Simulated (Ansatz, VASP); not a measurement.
BaTiO3 in VASP and in Ansatz

POSCAR

```
BaTiO3
1.0
    3.9325936316      0.0000000000      0.0000000000
    0.0000000000      3.9723167996      0.0000000000
    0.0000000000      0.0000000000      4.1123825565
Ba Ti O
1 1 3
Direct
    0.0000000000      0.0000000000      0.9926109048
    0.5000000000      0.5000000000      0.4745255192
    0.5000000000      0.5000000000      0.0315737038
    0.5000000000      0.0000000000      0.5146449361
    0.0000000000      0.5000000000      0.5146449361
```

File INCAR.step1:

```
PREC = Accurate
ENCUT = 520
ISMEAR = 0
SIGMA = 0.05
LREAL = False
LASPH = True
NELM = 100
NBANDS = 28
GGA = PE
ALGO = Normal
EDIFF = 1E-4
LWAVE = True
LCHARG = False
```

Contents of INCAR.step2:

```
PREC = Accurate
ENCUT = 520
EDIFF = 1E-6
ISMEAR = 0
SIGMA = 0.05
LREAL = False
LASPH = True
NELM = 100
ALGO = Normal
ISIF = 2
LWAVE = False
LCHARG = False
METAGGA = R2SCAN
LMIXTAU = True
NBANDS = 28
ISTART = 1
```

File KPOINTS:

```
regular mesh
0
Gamma
  8 8 8
```

Input for Ansatz:

```yaml
crystal:
  lattice:
    - [3.9325936316, 0.0, 0.0]
    - [0.0, 3.9723167996, 0.0]
    - [0.0, 0.0, 4.1123825565]
  atoms:
    - { symbol: Ba, position: [0.0, 0.0, 0.9926109048] }
    - { symbol: Ti, position: [0.5, 0.5, 0.4745255192] }
    - { symbol: O, position: [0.5, 0.5, 0.0315737038] }
    - { symbol: O, position: [0.5, 0.0, 0.5146449361] }
    - { symbol: O, position: [0.0, 0.5, 0.5146449361] }
basis:
  ecutwfc: 500
kpoints:
  mp_grid: { grid: [8, 8, 8] }
hamiltonian:
  xc: r2scan
scf:
  occupations: { method: gaussian, width: 0.05 }
output:
  forces: true
  stress: true
  eigenvalues: true
```

Change from the starting cell: strain -0.0100 x Voigt [1, 0, 0, 0, 0, 0], atoms carried along.

Alike in both runs: task single point; functional r2SCAN; k mesh 8 × 8 × 8; occupations gaussian, width 0.05 eV; no spin polarisation.

```csv
,VASP,Ansatz
version,VASP 6.6.1,Ansatz 0.2.0
potentials or method,"VASP PAW PBE potentials, release 64 (Ba_sv, Ti_sv, O), cutoff 520 eV","scalar-relativistic, plane waves, PAW"
valence electrons in the cell,40,40
```

```csv
,VASP,Ansatz,Ansatz less VASP
gap on the k mesh at the Fermi level (eV),2.23,2.25,+0.019
least direct gap on the mesh (eV),2.74,2.72,-0.010
pressure (GPa),3.8,1.8,-2.00
"traceless stress, the component that is largest in VASP (GPa)",1.38,1.38,+0.004
rms of the force components (eV/Å),0.071,0.016,-0.0544
```

VASP's potentials were made for PBE, not for r2SCAN. Atom by atom the forces differ by 0.059 eV/Å (rms over components).

Spin-orbit coupling is off throughout.
